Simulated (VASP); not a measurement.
# N (P2_13) in VASP: settings compared

The runs below take N through single point, with r2SCAN+rVV10, PBE, r2SCAN.

All numbers are computed with VASP 6.6.1; they aren't measurements. Logs are shortened: lines on timing, memory, paths and dates and some standing lists are left out, and cuts for length are marked.

### Step 1. The cell of the first run

The typed cell holds 8 atoms: a = 5.473 Å, b = 5.473 Å, c = 5.473 Å, α = 90.00°, β = 90.00°, γ = 90.00°.

### Step 2. Single point, r2SCAN+rVV10

POSCAR reads:

```
N
1.0
    5.4729841586      0.0000000000      0.0000000000
    0.0000000000      5.4729841586      0.0000000000
    0.0000000000      0.0000000000      5.4729841586
N
8
Direct
    0.0575336933      0.0575336933      0.0575336933
    0.4424663067      0.9424663067      0.5575336933
    0.5575336933      0.4424663067      0.9424663067
    0.9424663067      0.5575336933      0.4424663067
    0.9422232621      0.9422232621      0.9422232621
    0.5577767379      0.0577767379      0.4422232621
    0.4422232621      0.5577767379      0.0577767379
    0.0577767379      0.4422232621      0.5577767379
```

INCAR.step1 reads:

```
SYSTEM = N
PREC = Accurate
ENCUT = 520
ISMEAR = -1
SIGMA = 0.02
LREAL = .False.
LASPH = .True.
NELM = 60
NBANDS = 30
GGA = PE
ALGO = Normal
EDIFF = 1E-4
LWAVE = .True.
LCHARG = .False.
```

INCAR.step2 reads:

```
SYSTEM = N
PREC = Accurate
ENCUT = 520
EDIFF = 1E-7
ISMEAR = -1
SIGMA = 0.02
LREAL = .False.
LASPH = .True.
NELM = 60
ALGO = Normal
ISIF = 2
LWAVE = .False.
LCHARG = .False.
METAGGA = R2SCAN
LMIXTAU = .True.
LUSE_VDW = .True.
IVDW_NL = 2
BPARAM = 11.95
CPARAM = 0.0093
NBANDS = 30
ISTART = 1
```

KPOINTS reads:

```
regular mesh
0
Gamma
  4 4 4
  0 0 0
```

Potentials or basis: VASP PAW PBE potentials, release 64 (N).

Started as:

```
$ cat potpaw_PBE.64/N/POTCAR > POTCAR
$ cp INCAR.step1 INCAR
$ mpirun -np 1 vasp_std > vasp.out
$ cp INCAR.step2 INCAR
$ mpirun -np 1 vasp_std > vasp.out
```

OUTCAR:

```text
SYSTEM = N
   PREC = Accurate
   ENCUT = 520
   EDIFF = 1E-7
   ISMEAR = -1
   LREAL = .False.
   LASPH = .True.
   NELM = 60
   ISIF = 2
   METAGGA = R2SCAN
   IVDW_NL = 2
   BPARAM = 11.95
   ISTART = 1

 ion  position               nearest neighbor table
   1  0.058  0.058  0.058-   5 1.09
   2  0.442  0.942  0.558-   6 1.09
   3  0.558  0.442  0.942-   7 1.09
   4  0.942  0.558  0.442-   8 1.09
   5  0.942  0.942  0.942-   1 1.09
   6  0.558  0.058  0.442-   2 1.09
   7  0.442  0.558  0.058-   3 1.09
   8  0.058  0.442  0.558-   4 1.09

  LATTYP: Found a simple cubic cell.
 ALAT       =     5.4729841586

  Lattice vectors:

 A1 = (   5.4729841586,   0.0000000000,   0.0000000000)
 A2 = (   0.0000000000,   5.4729841586,   0.0000000000)
 A3 = (   0.0000000000,   0.0000000000,   5.4729841586)

Analysis of symmetry for initial positions (statically):
=====================================================================
 Subroutine PRICEL returns:
 Original cell was already a primitive cell.

 Routine SETGRP: Setting up the symmetry group for a
 simple cubic supercell.

 Subroutine GETGRP returns: Found 12 space group operations
 (whereof  3 operations were pure point group operations)
 out of a pool of 48 trial point group operations.

The static configuration has the point symmetry C_3 .
 The point group associated with its full space group is T   .

Analysis of symmetry for dynamics (positions and initial velocities):
=====================================================================
 Subroutine PRICEL returns:
 Original cell was already a primitive cell.

 Routine SETGRP: Setting up the symmetry group for a
 simple cubic supercell.

 Subroutine GETGRP returns: Found 12 space group operations
 (whereof  3 operations were pure point group operations)
 out of a pool of 48 trial point group operations.

The dynamic configuration has the point symmetry C_3 .
 The point group associated with its full space group is T   .

 Subroutine INISYM returns: Found 12 space group operations
 (whereof  3 operations are pure point group operations),
 and found     1 'primitive' translations

----------------------------------------------------------------------------------------

                                     Primitive cell

  volume of cell :     163.9353

  direct lattice vectors                    reciprocal lattice vectors
     5.472984159  0.000000000  0.000000000     0.182715676  0.000000000  0.000000000
     0.000000000  5.472984159  0.000000000     0.000000000  0.182715676  0.000000000
     0.000000000  0.000000000  5.472984159     0.000000000  0.000000000  0.182715676

  length of vectors
     5.472984159  5.472984159  5.472984159     0.182715676  0.182715676  0.182715676

  position of ions in fractional coordinates (direct lattice)
     0.057533693  0.057533693  0.057533693
     0.442466307  0.942466307  0.557533693
     0.557533693  0.442466307  0.942466307
     0.942466307  0.557533693  0.442466307
     0.942223262  0.942223262  0.942223262
     0.557776738  0.057776738  0.442223262
     0.442223262  0.557776738  0.057776738
     0.057776738  0.442223262  0.557776738

  ion indices of the primitive-cell ions
   primitive index   ion index
                 1           1
                 2           2
                 3           3
                 4           4
                 5           5
                 6           6
                 7           7
                 8           8

----------------------------------------------------------------------------------------

 KPOINTS: regular mesh

Automatic generation of k-mesh.
 Grid dimensions read from file:
 generate k-points for:    4    4    4

 Generating k-lattice:

  Cartesian coordinates                     Fractional coordinates (reciprocal lattice)
     0.045678919  0.000000000  0.000000000     0.250000000  0.000000000  0.000000000
     0.000000000  0.045678919  0.000000000     0.000000000  0.250000000  0.000000000
     0.000000000  0.000000000  0.045678919     0.000000000  0.000000000  0.250000000

  Length of vectors
     0.045678919  0.045678919  0.045678919

  Shift w.r.t. Gamma in fractional coordinates (k-lattice)
     0.000000000  0.000000000  0.000000000

 Subroutine IBZKPT returns following result:
 ===========================================

 Found     11 irreducible k-points:

 Following reciprocal coordinates:
            Coordinates               Weight
  0.000000  0.000000  0.000000      1.000000
  0.250000  0.000000  0.000000      6.000000
  0.500000  0.000000  0.000000      3.000000
  0.250000  0.250000  0.000000     12.000000
  0.500000  0.250000  0.000000      6.000000
 -0.250000  0.500000  0.000000      6.000000
  0.500000  0.500000  0.000000      3.000000
  0.250000  0.250000  0.250000      8.000000
  0.500000  0.250000  0.250000     12.000000
  0.500000  0.500000  0.250000      6.000000
  0.500000  0.500000  0.500000      1.000000
   k-points           NKPTS =     11   k-points in BZ     NKDIM =     11   number of bands    NBANDS=     30
   number of dos      NEDOS =    301   number of ions     NIONS =      8
   total plane-waves  NPLWV =  74088
   dimension x,y,z NGX =    42 NGY =   42 NGZ =   42
   dimension x,y,z NGXF=    84 NGYF=   84 NGZF=   84
   ions per type =               8
   NGX,Y,Z   is equivalent  to a cutoff of  12.76, 12.76, 12.76 a.u.
   NGXF,Y,Z  is equivalent  to a cutoff of  25.52, 25.52, 25.52 a.u.
 SYSTEM =  N
   PREC   = accura    normal or accurate (medium, high low for compatibility)
   ISTART =      1    job   : 0-new  1-cont  2-samecut
   ICHARG =      0    charge: 1-file 2-atom 10-const
   ISPIN  =      1    spin polarized calculation?
   LNONCOLLINEAR =      F non collinear calculations
   LSORBIT =      F    spin-orbit coupling
   LASPH  =      T    aspherical Exc in radial PAW
   ENCUT  =  520.0 eV  38.22 Ry    6.18 a.u.  10.18 10.18 10.18*2*pi/ulx,y,z
   NELM   =     60;   NELMIN=  2; NELMDL=  0     # of ELM steps
   EDIFF  = 0.1E-06   stopping-criterion for ELM
   LREAL  =      F    real-space projection
   EDIFFG = 0.1E-05   stopping-criterion for IOM
   NSW    =      0    number of steps for IOM
   IBRION =     -1    ionic relax: 0-MD 1-quasi-New 2-CG
   NFREE  =      0    steps in history (QN), initial steepest desc. (CG)
[... 26 lines left out ...]
   LRPA    =     F    only Hartree local field effects (RPA)
 non-spin polarized calculation
  energy-cutoff  :      520.00
  volume of cell :      163.94
 maximum number of plane-waves:      4468
 NGX is ok and might be reduce to    42
   NGX = 21   NGY = 21   NGZ = 21

 number of electron      39.9999991 magnetization

 Free energy of the ion-electron system (eV)
  ---------------------------------------------------
  ext. energy  EPLUGINS =         0.00000000
  ---------------------------------------------------
  free energy    TOTEN  =       -71.47838355 eV

  energy without entropy =      -71.47838355  energy(sigma->0) =      -71.47838355

 E-fermi :  -6.1988     XC(G=0):  -7.1106

 val. band max:       -6.6724063017   @ k =   0.5000   0.0000   0.0000
 cond. band min:       1.2625902773   @ k =   0.0000   0.0000   0.0000
 fundamental gap:      7.9349965790
 Fermi energy:        -6.1988269678

 k-point     1 :       0.0000    0.0000    0.0000
  band No.  band energies     occupation
      1     -26.1547      2.00000
      2     -26.0777      2.00000
      3     -26.0777      2.00000
      4     -26.0777      2.00000
      5     -10.5180      2.00000
      6     -10.5180      2.00000
[... 22 lines left out ...]
     29       5.7723      0.00000
     30       8.8691      0.00000

 k-point     2 :       0.2500    0.0000    0.0000
  band No.  band energies     occupation
      1     -26.1436      2.00000
      2     -26.0890      2.00000
      3     -26.0777      2.00000
      4     -26.0776      2.00000
      5     -10.5091      2.00000
      6     -10.5068      2.00000
[... 22 lines left out ...]
     29       5.9030      0.00000
     30       7.6479      0.00000

 k-point     3 :       0.5000    0.0000    0.0000
  band No.  band energies     occupation
      1     -26.1164      2.00000
      2     -26.1164      2.00000
      3     -26.0776      2.00000
      4     -26.0776      2.00000
      5     -10.4977      2.00000
      6     -10.4977      2.00000
[... 22 lines left out ...]
     29       6.4976      0.00000
     30       6.4976      0.00000

 k-point     4 :       0.2500    0.2500    0.0000
  band No.  band energies     occupation
      1     -26.1339      2.00000
      2     -26.0873      2.00000
      3     -26.0872      2.00000
      4     -26.0791      2.00000
      5     -10.5059      2.00000
      6     -10.4874      2.00000
[... 22 lines left out ...]
     29       6.0349      0.00000
     30       7.6657      0.00000

 k-point     5 :       0.5000    0.2500    0.0000
  band No.  band energies     occupation
      1     -26.1106      2.00000
      2     -26.1106      2.00000
      3     -26.0831      2.00000
      4     -26.0831      2.00000
      5     -10.4934      2.00000
      6     -10.4934      2.00000
[... 22 lines left out ...]
     29       6.6031      0.00000
     30       6.6031      0.00000

 k-point     6 :      -0.2500    0.5000    0.0000
  band No.  band energies     occupation
      1     -26.1106      2.00000
      2     -26.1106      2.00000
      3     -26.0831      2.00000
      4     -26.0831      2.00000
      5     -10.4920      2.00000
      6     -10.4920      2.00000
[... 22 lines left out ...]
     29       6.6004      0.00000
     30       6.6004      0.00000

 k-point     7 :       0.5000    0.5000    0.0000
  band No.  band energies     occupation
      1     -26.0969      2.00000
      2     -26.0969      2.00000
      3     -26.0968      2.00000
      4     -26.0968      2.00000
      5     -10.4696      2.00000
      6     -10.4696      2.00000
[... 22 lines left out ...]
     29       7.0363      0.00000
     30       7.0368      0.00000

 k-point     8 :       0.2500    0.2500    0.2500
  band No.  band energies     occupation
      1     -26.1258      2.00000
      2     -26.0872      2.00000
      3     -26.0871      2.00000
      4     -26.0871      2.00000
      5     -10.5007      2.00000
      6     -10.5001      2.00000
[... 22 lines left out ...]
     29       6.1743      0.00000
     30       7.5816      0.00000

 k-point     9 :       0.5000    0.2500    0.2500
  band No.  band energies     occupation
      1     -26.1065      2.00000
      2     -26.1065      2.00000
      3     -26.0871      2.00000
      4     -26.0871      2.00000
      5     -10.5006      2.00000
      6     -10.5006      2.00000
[... 22 lines left out ...]
     29       6.7250      0.00000
     30       6.7250      0.00000

 k-point    10 :       0.5000    0.5000    0.2500
  band No.  band energies     occupation
      1     -26.0967      2.00000
      2     -26.0967      2.00000
      3     -26.0966      2.00000
      4     -26.0966      2.00000
      5     -10.4938      2.00000
      6     -10.4938      2.00000
[... 22 lines left out ...]
     29       7.1621      0.00000
     30       7.1624      0.00000

 k-point    11 :       0.5000    0.5000    0.5000
  band No.  band energies     occupation
      1     -26.0965      2.00000
      2     -26.0965      2.00000
      3     -26.0965      2.00000
      4     -26.0965      2.00000
      5     -10.5172      2.00000
      6     -10.5172      2.00000
[... 22 lines left out ...]
     29       7.3391      0.00000
     30       7.3391      0.00000

------------------------ aborting loop because EDIFF is reached ----------------------------------------

  FORCE on cell =-STRESS in cart. coord.  units (eV):
  Direction    XX          YY          ZZ          XY          YZ          ZX
  --------------------------------------------------------------------------------------
  -------------------------------------------------------------------------------------
  Total        2.9587652      2.9587652      2.9587652     -0.0000000      0.0000000      0.0000000
  in kB       28.9166855     28.9166855     28.9166855     -0.0000000      0.0000000      0.0000000
  external PRESSURE =      28.9166855 kB  Pullay stress =       0.0000000 kB

 VOLUME and BASIS-vectors are now :
 -----------------------------------------------------------------------------
  energy-cutoff  :      520.00
  volume of cell :      163.94
      direct lattice vectors                 reciprocal lattice vectors
     5.472984159  0.000000000  0.000000000     0.182715676  0.000000000  0.000000000
     0.000000000  5.472984159  0.000000000     0.000000000  0.182715676  0.000000000
     0.000000000  0.000000000  5.472984159     0.000000000  0.000000000  0.182715676

 POSITION                                       TOTAL-FORCE (eV/Angst)
 -----------------------------------------------------------------------------------
      0.31488      0.31488      0.31488         1.340936      1.340936      1.340936
      2.42161      5.15810      3.05137        -1.340936     -1.340936      1.340936
      3.05137      2.42161      5.15810         1.340936     -1.340936     -1.340936
      5.15810      3.05137      2.42161        -1.340936      1.340936     -1.340936
      5.15677      5.15677      5.15677        -1.340692     -1.340692     -1.340692
      3.05270      0.31621      2.42028         1.340692      1.340692     -1.340692
      2.42028      3.05270      0.31621        -1.340692      1.340692      1.340692
      0.31621      2.42028      3.05270         1.340692     -1.340692      1.340692
 -----------------------------------------------------------------------------------
    total drift:                                0.000000      0.000000      0.000000

  FREE ENERGIE OF THE ION-ELECTRON SYSTEM (eV)
  ---------------------------------------------------
  free  energy   TOTEN  =       -71.4783835510 eV

  energy  without entropy=      -71.4783835510  energy(sigma->0) =      -71.47838355
```

Wall time 9.1 min (1 thread of Intel Xeon 8259CL, shared host); peak memory 0.55 GiB.

What came out:

```
Free energy            : -71.4784 eV
Pressure               : 2.9 GPa
Largest force          : 2.323 eV/Å
Band gap on the k mesh : 7.93 eV (least direct gap 7.97 eV)
```

Forces in eV/Å, atoms in the order of the input:
```
N    1.341  1.341  1.341
N   -1.341 -1.341  1.341
N    1.341 -1.341 -1.341
N   -1.341  1.341 -1.341
N   -1.341 -1.341 -1.341
N    1.341  1.341 -1.341
N   -1.341  1.341  1.341
N    1.341 -1.341  1.341
```

Caveat: the standard files for N, O and F lose accuracy on very short bonds; the PAW data sets were made with another functional, which shifts forces and pressure a little. A k mesh can miss the band edges.

### Step 3. Single point, PBE

INCAR reads:

```
ALGO = Normal ; EDIFF = 1E-7
ENCUT = 520 ; GGA = PE
ISIF = 2 ; ISMEAR = -1
LASPH = T ; LCHARG = F
LREAL = F ; LWAVE = F
NBANDS = 30 ; NELM = 80
PREC = Accurate ; SIGMA = 0.02
```

KPOINTS reads:

```
k-points
0
Gamma
  6 6 6
```

POSCAR is that of step 2.

Potentials or basis: VASP PAW PBE potentials, release 64 (N).

Started as:

```
$ cat potpaw_PBE.64/N/POTCAR > POTCAR
$ mpirun -np 1 vasp_std > vasp.out
```

Run time: 2.6 min. Hardware: 1 thread of Intel Xeon 8259CL, shared host; peak memory 0.27 GiB.

Results (log left out):

| Quantity | Value |
| --- | --- |
| Free energy | -66.4473 eV |
| Pressure | 5.2 GPa |
| Largest force | 3.127 eV/Å |
| Band gap on the k mesh | 7.30 eV (least direct gap 7.33 eV) |

Forces on the atoms (eV/Å):
```
N    1.805  1.805  1.805
N   -1.805 -1.805  1.805
N    1.805 -1.805 -1.805
N   -1.805  1.805 -1.805
N   -1.805 -1.805 -1.805
N    1.805  1.805 -1.805
N   -1.805  1.805  1.805
N    1.805 -1.805  1.805
```

Levels at points of the mesh, in eV from the valence-band top:
```tsv
k point	band 17	band 18	band 19	band 20	band 21	band 22	band 23	band 24
(0.00, 0.00, 0.00)	-1.08	-0.03	-0.03	-0.03	7.30	7.30	7.30	8.29
(0.50, 0.00, 0.00)	-0.35	-0.35	0.00	0.00	7.60	7.60	8.02	8.02
(0.50, 0.50, 0.00)	-0.19	-0.19	-0.19	-0.19	8.01	8.01	8.01	8.01
(0.50, 0.50, 0.50)	-0.28	-0.28	-0.28	-0.28	8.02	8.02	8.02	8.02
```

Caveat: the standard files for N, O and F lose accuracy on very short bonds; the cell stands under pressure; this functional lacks dispersion, which holds the molecules together, so the pressure and a relaxed volume are unreliable; forces of over 1 eV/Å act on the atoms, so gaps and moduli don't describe the material at rest. A k mesh can miss the band edges.

### Step 4. Single point, r2SCAN

POSCAR is that of step 3.

Changes to INCAR.step1 since step 2:

```diff
@@ -3,4 +3,4 @@
 ENCUT = 520
-ISMEAR = -1
-SIGMA = 0.02
+ISMEAR = 0
+SIGMA = 0.01
 LREAL = .False.
```

INCAR.step2 reads:

```
SYSTEM = N
PREC = Accurate
ENCUT = 520
EDIFF = 1E-6
ISMEAR = 0
SIGMA = 0.01
LREAL = .False.
LASPH = .True.
NELM = 60
ALGO = Normal
ISIF = 2
LWAVE = .False.
LCHARG = .False.
METAGGA = R2SCAN
LMIXTAU = .True.
NBANDS = 30
ISTART = 1
```

KPOINTS reads:

```
regular mesh
0
Gamma
  6 6 6
  0 0 0
```

Started as:

```
$ cat potpaw_PBE.64/N/POTCAR > POTCAR
$ cp INCAR.step1 INCAR
$ mpirun -np 1 vasp_std > vasp.out
$ cp INCAR.step2 INCAR
$ mpirun -np 1 vasp_std > vasp.out
```

Run time: 12 min. Hardware: 1 thread of Intel Xeon 8259CL, shared host; peak memory 0.31 GiB.

It converged, with:

- Free energy: -72.9035 eV
- Pressure: 3.2 GPa
- Largest force: 2.257 eV/Å
- Band gap on the k mesh: 7.97 eV (least direct gap 8.00 eV)

Forces on the atoms (eV/Å):
```
N    1.303  1.303  1.303
N   -1.303 -1.303  1.303
N    1.303 -1.303 -1.303
N   -1.303  1.303 -1.303
N   -1.303 -1.303 -1.303
N    1.303  1.303 -1.303
N   -1.303  1.303  1.303
N    1.303 -1.303  1.303
```

Levels at points of the mesh, in eV from the valence-band top:
| k point | band 17 | band 18 | band 19 | band 20 | band 21 | band 22 | band 23 | band 24 |
| --- | --- | --- | --- | --- | --- | --- | --- | --- |
| (0.00, 0.00, 0.00) | -1.05 | -0.03 | -0.03 | -0.03 | 7.97 | 7.97 | 7.97 | 9.01 |
| (0.50, 0.00, 0.00) | -0.32 | -0.32 | 0.00 | 0.00 | 8.28 | 8.28 | 8.72 | 8.72 |
| (0.50, 0.50, 0.00) | -0.17 | -0.17 | -0.17 | -0.17 | 8.72 | 8.72 | 8.72 | 8.72 |
| (0.50, 0.50, 0.50) | -0.27 | -0.27 | -0.27 | -0.27 | 8.72 | 8.72 | 8.72 | 8.72 |

Caveat: the standard files for N, O and F lose accuracy on very short bonds; the cell stands under pressure; the PAW data sets were made with another functional, which shifts forces and pressure a little. A k mesh can miss the band edges.

### Step 5. Summary

| level | k mesh | smearing | gap on the mesh (eV) | pressure (GPa) | largest force (eV/Å) |
| --- | --- | --- | --- | --- | --- |
| r2SCAN+rVV10 | 4 × 4 × 4 | fermi-dirac 0.02 eV | 7.93 | 2.9 | 2.32 |
| PBE | 6 × 6 × 6 | fermi-dirac 0.02 eV | 7.30 | 5.2 | 3.13 |
| r2SCAN | 6 × 6 × 6 | gaussian 0.01 eV | 7.97 | 3.2 | 2.26 |

Alike in all rows: task single point; potentials or basis VASP PAW PBE potentials, release 64 (N); no spin polarisation; cell a = 5.473 Å, 8 atoms; cutoff (eV) 520.

On the cell as given the gap runs from 7.30 eV (PBE) to 7.97 eV (r2SCAN); the meshes differ, which moves gaps too. The pressure there spans 2.9 GPa (r2SCAN+rVV10) to 5.2 GPa (PBE); a positive pressure means that this level wants a larger cell, a negative one a smaller.

Caveats: the standard files for N, O and F lose accuracy on very short bonds; the PAW data sets were made with another functional, which shifts forces and pressure a little (at least some runs); the cell stands under pressure (at least some runs); this functional lacks dispersion, which holds the molecules together, so the pressure and a relaxed volume are unreliable (at least some runs); forces of over 1 eV/Å act on the atoms, so gaps and moduli don't describe the material at rest (at least some runs).

Total energies depend on the potentials used, so only differences within one code and one set of settings carry meaning.
